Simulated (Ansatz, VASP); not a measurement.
# Au in VASP and in Ansatz

Contents of INCAR:

```
PREC     = Accurate       # precision mode
ENCUT    = 520            # plane-wave cutoff, eV
EDIFF    = 1E-6           # SCF threshold, eV
ISMEAR   = 0              # smearing method
SIGMA    = 0.1            # smearing width, eV
LREAL    = False          # projectors in reciprocal space
LASPH    = True           # aspherical terms in the spheres
NELM     = 100            # most SCF steps
ALGO     = Normal         # electronic algorithm
ISIF     = 2              # what is computed and relaxed
LWAVE    = False          # write WAVECAR
LCHARG   = False          # write CHGCAR
GGA      = PE             # functional
NBANDS   = 18             # bands
```

File KPOINTS:

```
Automatic mesh
0
Gamma
  12 12 6
```

The input POSCAR:

```
Au
1.0
    1.4113099650     -2.5559330250      0.0000000000
    1.4113099650      2.5559330250      0.0000000000
    0.0000000000      0.0000000000      4.8931696100
Au
2
Direct
    0.6653279700      0.3346720300      0.2500000000
    0.3346720300      0.6653279700      0.7500000000
```

Input for Ansatz:

```yaml
crystal:
  lattice:
    - [1.411309965, -2.555933025, 0.0]
    - [1.411309965, 2.555933025, 0.0]
    - [0.0, 0.0, 4.89316961]
  atoms:
    - { symbol: Au, position: [0.66532797, 0.33467203, 0.25] }
    - { symbol: Au, position: [0.33467203, 0.66532797, 0.75] }
basis:
  ecutwfc: 420
kpoints:
  mp_grid: { grid: [12, 12, 6] }
hamiltonian:
  xc: pbe
scf:
  occupations: { method: gaussian, width: 0.1 }
output:
  forces: true
  stress: true
  eigenvalues: true
```

Alike in both runs: task single point; functional PBE; k mesh 12 × 12 × 6; occupations gaussian, width 0.1 eV; no spin polarisation.

```csv
,VASP,Ansatz
version,VASP 6.6.1,Ansatz 0.2.0
potentials or method,"VASP PAW PBE potentials, release 64 (Au), cutoff 520 eV","scalar-relativistic, plane waves, PAW"
valence electrons in the cell,22,38
```

```csv
,VASP,Ansatz,Ansatz less VASP
gap on the k mesh at the Fermi level (eV),none,none,-
pressure (GPa),2.9,3.2,+0.26
"traceless stress, the component that is largest in VASP (GPa)",0.54,0.55,+0.009
rms of the force components (eV/Å),0.008,0.008,-0.0003
```

Atom by atom the forces differ by 0.000 eV/Å (rms over components). A gap of «none» marks a metal or a gap that the smearing closes. The functional is the same, so the differences come from potentials, cutoffs and numerics. VASP's potentials hold 22 valence electrons a cell and Ansatz's 38, so a difference there can come from the potentials and not from the codes.

Neither program's run includes spin-orbit coupling.
